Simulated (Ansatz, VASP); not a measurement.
## KCl: VASP beside Ansatz

The input INCAR:

```
PREC = Accurate
ENCUT = 520
EDIFF = 1E-7
ISMEAR = 0
SIGMA = 0.05
LREAL = F
LASPH = T
NELM = 100
ALGO = Normal
ISIF = 2
LWAVE = F
LCHARG = F
GGA = PE
NBANDS = 15
```

The input KPOINTS:

```
Automatic mesh
0
Gamma
  6 6 6
```

Contents of POSCAR:

```
KCl
1.0
    3.7816080600      0.0000000000      0.0000000000
    0.0000000000      3.7816080600      0.0000000000
    0.0000000000      0.0000000000      3.9543718800
K Cl
1 1
Direct
    0.0000000000      0.0000000000      0.0000000000
    0.5000000000      0.5000000000      0.5000000000
```

Input for Ansatz:

```yaml
crystal:
  lattice:
    - [3.78160806, 0.0, 0.0]
    - [0.0, 3.78160806, 0.0]
    - [0.0, 0.0, 3.95437188]
  atoms:
    - { symbol: K, position: [0.0, 0.0, 0.0] }
    - { symbol: Cl, position: [0.5, 0.5, 0.5] }
basis:
  ecutwfc: 420
kpoints:
  mp_grid: { grid: [6, 6, 6] }
hamiltonian:
  xc: pbe
scf:
  occupations: { method: gaussian, width: 0.05 }
output:
  forces: true
  stress: true
  eigenvalues: true
```

Change from the starting cell: strain -0.015 along x and y, +0.030 along z, atoms carried along.

Alike in both runs: task single point; functional PBE; k mesh 6 × 6 × 6; occupations gaussian, width 0.05 eV; no spin polarisation.

```csv
,VASP,Ansatz
version,VASP 6.6.1,Ansatz 0.2.0
potentials or method,"VASP PAW PBE potentials, release 64 (K_sv, Cl), cutoff 520 eV","scalar-relativistic, plane waves, PAW"
valence electrons in the cell,16,16
```

|  | VASP | Ansatz | Ansatz less VASP |
| --- | --- | --- | --- |
| gap on the k mesh at the Fermi level (eV) | 4.70 | 4.70 | 0.000 |
| least direct gap on the mesh (eV) | 4.89 | 4.89 | 0.000 |
| pressure (GPa) | 0.0 | 0.0 | -0.01 |
| traceless stress, the component that is largest in VASP (GPa) | -1.28 | -1.28 | -0.002 |
